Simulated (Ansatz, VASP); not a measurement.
# Hf: VASP beside Ansatz

Contents of INCAR:

```
ALGO = Normal
EDIFF = 1E-6
ENCUT = 500
GGA = PE
GGA_COMPAT = F
ISIF = 2
ISMEAR = 0
LASPH = T
LCHARG = F
LREAL = F
LWAVE = F
NBANDS = 28
NELM = 120
PREC = Accurate
SIGMA = 0.15
```

KPOINTS

```
k-points
0
Gamma
  8 8 8
```

File POSCAR:

```
Hf
1.0
    4.4852165208      0.0000000000      0.0000000000
    0.0000000000     -4.4852165208      0.0000000000
    0.0000000000      0.0000000000     -4.4852165208
Hf
4
Direct
    0.0000000000      0.5000000000      0.5000000000
    0.5000000000      0.0000000000      0.5000000000
    0.5000000000      0.5000000000      0.0000000000
    0.0000000000      0.0000000000      0.0000000000
```

Input for Ansatz:

```yaml
crystal:
  lattice:
    - [4.4852165208, 0.0, 0.0]
    - [0.0, -4.4852165208, 0.0]
    - [0.0, 0.0, -4.4852165208]
  atoms:
    - { symbol: Hf, position: [0.0, 0.5, 0.5] }
    - { symbol: Hf, position: [0.5, 0.0, 0.5] }
    - { symbol: Hf, position: [0.5, 0.5, 0.0] }
    - { symbol: Hf, position: [0.0, 0.0, 0.0] }
basis:
  ecutwfc: 420
kpoints:
  mp_grid: { grid: [8, 8, 8] }
hamiltonian:
  xc: pbe
scf:
  occupations: { method: gaussian, width: 0.15 }
output:
  forces: true
  stress: true
  eigenvalues: true
  write_density: true
  write_potential: true
  elf: true
  volumetric_format: npy
```

Alike in both runs: task single point; functional PBE; k mesh 8 × 8 × 8; occupations gaussian, width 0.15 eV; no spin polarisation.

|  | VASP | Ansatz |
| --- | --- | --- |
| version | VASP 6.6.1 | Ansatz 0.2.0 |
| potentials or method | VASP PAW PBE potentials, release 64 (Hf_pv), cutoff 500 eV | scalar-relativistic, plane waves, PAW |
| valence electrons in the cell | 40 | 104 |

|  | VASP | Ansatz | Ansatz less VASP |
| --- | --- | --- | --- |
| gap on the k mesh at the Fermi level (eV) | none | none | - |
| pressure (GPa) | -0.5 | -0.1 | +0.44 |

A gap of «none» marks a metal or a gap that the smearing closes. VASP's potentials hold 40 valence electrons a cell and Ansatz's 104, so a difference there can come from the potentials and not from the codes.

Neither program's run includes spin-orbit coupling.
